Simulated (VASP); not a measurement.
Li3Ag2B4:

```xyz
9
Lattice="7.5858 0.0000 0.0000 -3.7929 6.5695 0.0000 0.0000 0.0000 4.3939" Properties=species:S:1:pos:R:3 pbc="T T T"
Li    3.7929    0.0000    2.1970
Li   -1.8964    3.2847    2.1970
Li    1.8964    3.2847    2.1970
Ag    0.0000    0.0000    3.2959
Ag    0.0000    0.0000    1.0981
B     0.0000    4.3797    0.0000
B     3.7929    2.1898    0.0000
B     0.0000    4.3797    2.1970
B     3.7929    2.1898    2.1970
```

The cell was generated, and may not be a known phase.

- Program: VASP 6.6.1
- Task: relaxation of cell and atoms
- Functional: PBE
- Potentials or basis: VASP PAW PBE potentials, release 64 (Li_sv, Ag, B)
- Cutoff: 600 eV
- k mesh: 6 × 6 × 8
- Occupations: gaussian, width 0.1 eV
- Spin: no spin polarisation

At the start: pressure -1.6 GPa; volume 24.33 Å³/atom.

Problem. Where does the relaxation end?

Solution. Over 19 steps the energy falls by 24.8 meV/atom and the volume is 24.36 Å³/atom (+0.1 %); space group P6/mmm (No. 191, to 0.1 Å) before and after.

The path:
| step | energy change (eV) | largest force (eV/Å) | pressure (GPa) | volume (Å³) |
| --- | --- | --- | --- | --- |
| 1 | 0.0000 | 0.0444 | -1.63 | 218.97 |
| 2 | -0.1911 | 0.3025 | 0.48 | 211.07 |
| 3 | -0.2069 | 0.2796 | 0.53 | 211.48 |
| 4 | -0.2107 | 0.2422 | 0.55 | 212.16 |
| 5 | -0.1931 | 0.0763 | -0.55 | 215.58 |
| 6 | -0.2145 | 0.2014 | 0.46 | 212.91 |
| 7 | -0.2140 | 0.1497 | 0.09 | 213.95 |
| 8 | -0.2154 | 0.1802 | 0.33 | 213.34 |
| 9 | -0.2154 | 0.1742 | 0.28 | 213.45 |
| 10 | -0.2120 | 0.9721 | 0.24 | 214.60 |
| 11 | -0.2163 | 0.1912 | 0.28 | 213.82 |
| 12 | -0.2185 | 0.1727 | 0.21 | 214.78 |
| 13 | -0.2213 | 0.1390 | 0.14 | 216.49 |
| 14 | -0.2228 | 0.0719 | -0.01 | 219.93 |
| 15 | -0.2229 | 0.0891 | 0.04 | 219.04 |
| 16 | -0.2229 | 0.0860 | 0.03 | 219.20 |
| 17 | -0.2222 | 0.3425 | 0.01 | 219.09 |
| 18 | -0.2230 | 0.0106 | 0.02 | 219.17 |
| 19 | -0.2230 | 0.0022 | 0.00 | 219.22 |

Final structure:
```cif
data_structure
_symmetry_space_group_name_H-M 'P 1'
_symmetry_Int_Tables_number 1
_cell_length_a 7.7089
_cell_length_b 7.7089
_cell_length_c 4.2596
_cell_angle_alpha 90.000
_cell_angle_beta 90.000
_cell_angle_gamma 120.000
_cell_volume 219.22
loop_
_atom_site_label
_atom_site_type_symbol
_atom_site_fract_x
_atom_site_fract_y
_atom_site_fract_z
_atom_site_occupancy
Li1 Li 0.50000 0.00000 0.50000 1
Li2 Li 0.00000 0.50000 0.50000 1
Li3 Li 0.50000 0.50000 0.50000 1
Ag1 Ag 0.00000 0.00000 0.75004 1
Ag2 Ag 0.00000 0.00000 0.24996 1
B1 B 0.33333 0.66667 0.00000 1
B2 B 0.66667 0.33333 0.00000 1
B3 B 0.33333 0.66667 0.50000 1
B4 B 0.66667 0.33333 0.50000 1
```

Caveat: the cutoff is under 1.25 times the usual one of these potentials, so pressure, stress and relaxed cells hold a basis-set (Pulay) error; an odd number of electrons without spin polarisation forces a metal; a magnetic or distorted state may lie lower.
